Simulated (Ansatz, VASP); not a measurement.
Two plane-wave programs on BeS

The input POSCAR:

```
BeS
1.0
    3.4621570814      0.0000000000      0.0000000000
   -1.7310785407      2.9983159844      0.0000000000
    0.0000000000      0.0000000000      6.9924280704
Be S
2 2
Direct
    0.3333333333      0.6666666667      0.2500000000
    0.6666666667      0.3333333333      0.7500000000
    0.6666666667      0.3333333333      0.2500000000
    0.3333333333      0.6666666667      0.7500000000
```

Contents of INCAR.step1:

```
SYSTEM = BeS
ALGO = Normal
EDIFF = 1E-5
ENCUT = 520
GGA = PE
ISIF = 2
ISMEAR = 0
LASPH = .True.
LREAL = .False.
LWAVE = .True.
NBANDS = 16
NELM = 80
PREC = Accurate
SIGMA = 0.01
```

File INCAR.step2:

```
SYSTEM = BeS
AEXX = 0.25
ALGO = Normal
EDIFF = 1E-6
ENCUT = 520
GGA = PE
ISIF = 2
ISMEAR = 0
ISTART = 1
LASPH = .True.
LCHARG = .True.
LELF = .True.
LHFCALC = .True.
LREAL = .False.
LVHAR = .True.
LWAVE = .False.
NBANDS = 16
NELM = 80
PREC = Accurate
PRECFOCK = Normal
SIGMA = 0.01
```

Contents of KPOINTS:

```
k-points
0
Gamma
  6 6 4
  0 0 0
```

Input for Ansatz:

```yaml
crystal:
  lattice:
    - [3.4621570814, 0.0, 0.0]
    - [-1.7310785407, 2.9983159844, 0.0]
    - [0.0, 0.0, 6.9924280704]
  atoms:
    - { symbol: Be, position: [0.3333333333, 0.6666666667, 0.25] }
    - { symbol: Be, position: [0.6666666667, 0.3333333333, 0.75] }
    - { symbol: S, position: [0.6666666667, 0.3333333333, 0.25] }
    - { symbol: S, position: [0.3333333333, 0.6666666667, 0.75] }
kpoints:
  mp_grid: { grid: [6, 6, 4] }
  band_path:
    path:
      - [0.0, 0.0, 0.0]
      - [0.5, 0.0, 0.0]
      - [0.3333333333, 0.3333333333, 0.0]
      - [0.0, 0.0, 0.5]
      - [0.5, 0.0, 0.5]
      - [0.3333333333, 0.3333333333, 0.5]
      - [0.223958, 0.223958, 0.0]
      - [0.0, -0.5, 0.320313]
      - [0.0, -0.5, 0.25]
    npoints: 1
hamiltonian:
  xc: pbe0
scf:
  occupations: { method: fixed }
  n_extra_bands: 5
output:
  forces: true
  stress: true
  eigenvalues: true
```

Alike in both runs: task single point; functional PBE0; k mesh 6 × 6 × 4; no spin polarisation.

```csv
,VASP,Ansatz
version,VASP 6.6.1,Ansatz 0.2.0
potentials or method,"VASP PAW PBE potentials, release 64 (Be, S)","plane waves, PAW"
plane-wave cutoff (eV),520,420
occupations,"gaussian, width 0.01 eV",fixed
valence electrons in the cell,16,16
```

```csv
,VASP,Ansatz,Ansatz less VASP
gap on the k mesh at the Fermi level (eV),5.78,5.77,-0.016
pressure (GPa),-0.5,-0.4,+0.10
"traceless stress, the component that is largest in VASP (GPa)",0.69,0.66,-0.029
```

Ansatz's warnings: stress exchange threshold loose, stress scf threshold loose.
